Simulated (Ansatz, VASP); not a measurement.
# Ga: VASP beside Ansatz

```
Ga
1.0
     4.76904    0.00000    0.00000
    -2.38452    4.13011    0.00000
     0.00000    0.00000    3.05672
Ga
3
Direct
  0.00000 0.00000 0.00000
  0.33333 0.66667 0.50000
  0.66667 0.33333 0.50000
```

Alike in both runs: task single point; functional PBE; k mesh 9 × 9 × 12; occupations fermi-dirac, width 0.1 eV; no spin polarisation.

|  | VASP | Ansatz |
| --- | --- | --- |
| version | VASP 6.6.1 | Ansatz 0.2.0 |
| potentials or method | VASP PAW PBE potentials, release 64 (Ga_d), cutoff 520 eV | plane waves (420 eV) with PAW, scalar-relativistic |
| valence electrons in the cell | 39 | 39 |

|  | VASP | Ansatz | Ansatz less VASP |
| --- | --- | --- | --- |
| pressure (GPa) | -1.4 | -1.5 | -0.09 |
| traceless stress, the component that is largest in VASP (GPa) | -0.28 | -0.26 | +0.026 |
